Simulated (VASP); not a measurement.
A run of VASP 6.6.1 is set up as follows.

Contents of INCAR:

```
SYSTEM = TmTaSe4
PREC     = Accurate       ! precision mode
ENCUT    = 500            ! plane-wave cutoff, eV
EDIFF    = 1E-6           ! SCF threshold, eV
ISMEAR   = 0              ! smearing method
SIGMA    = 0.1            ! smearing width, eV
LREAL    = .False.        ! projectors in reciprocal space
LASPH    = .True.         ! aspherical terms in the spheres
NELM     = 200            ! most SCF steps
ALGO     = Normal         ! electronic algorithm
ISIF     = 2              ! what is computed and relaxed
LWAVE    = .False.        ! write WAVECAR
LCHARG   = .False.        ! write CHGCAR
GGA      = PE             ! functional
NBANDS   = 31             ! bands
GGA_COMPAT= .False.      
LMAXMIX  = 6              ! l up to which the mixer works
```

Contents of KPOINTS:

```
Automatic mesh
0
Gamma
  4 4 4
  0 0 0
```

Contents of POSCAR:

```
TmTaSe4
1.0
    0.0000000000      4.9260226583      4.9260226583
    4.9260226583      0.0000000000      4.9260226583
    4.9260226583      4.9260226583      0.0000000000
Tm Ta Se
1 1 4
Direct
    0.5000000000      0.5000000000      0.5000000000
    0.2500000000      0.2500000000      0.2500000000
    0.1115087601      0.1115087601      0.1115087601
    0.1115087601      0.1115087601      0.6654737196
    0.1115087601      0.6654737196      0.1115087601
    0.6654737196      0.1115087601      0.1115087601
```

Potentials or basis: VASP PAW PBE potentials, release 64 (Tm_3, Ta_pv, Se), 4f in core.

Run with:

```console
$ cat potpaw_PBE.64/Tm_3/POTCAR potpaw_PBE.64/Ta_pv/POTCAR potpaw_PBE.64/Se/POTCAR > POTCAR
$ mpirun -np 1 vasp_std > vasp.out
```

(1) Predict the largest force.

(2) Estimate the pressure.

Answers

(1) 0.036 eV/Å.

(2) 0.2 GPa.

Caveat: the run has no spin polarisation, though such a crystal can be magnetic.
